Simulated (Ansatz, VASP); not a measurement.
# Two plane-wave programs on Cr

```
CELL_PARAMETERS angstrom
2.93454 0.00000 0.00000
-1.46727 2.54139 0.00000
0.00000 0.00000 3.98696
ATOMIC_POSITIONS crystal
Cr 0.33333 0.66667 0.25000
Cr 0.66667 0.33333 0.75000
```

Alike in both runs: functional r2SCAN; k mesh 14 × 14 × 8; occupations fermi-dirac, width 0.05 eV; collinear spin.

Ansatz relaxed the structure, and its values are those at the end. VASP's run is a single point on that final structure, the one shown.

|  | VASP | Ansatz |
| --- | --- | --- |
| version | VASP 6.6.1 | Ansatz 0.2.0 |
| potentials or method | VASP PAW PBE potentials, release 64 (Cr_pv), cutoff 520 eV | plane waves (500 eV) with PAW, scalar-relativistic |
| valence electrons in the cell | 24 | 28 |

VASP gave:

* pressure (GPa): 0.2
* net moment per atom (μB): 0.00
* size of the moment on the site where the two differ most (μB): 3.23

Task: What did Ansatz give for the same quantities?

Result: Pressure (GPa): 0.0; net moment per atom (μB): 0.00; size of the moment on the site where the two differ most (μB): 3.10.

VASP's potentials were made for PBE, not for r2SCAN. Site moments also hang on the region over which each program counts them. VASP's potentials hold 24 valence electrons a cell and Ansatz's 28, so a difference there can come from the potentials and not from the codes.
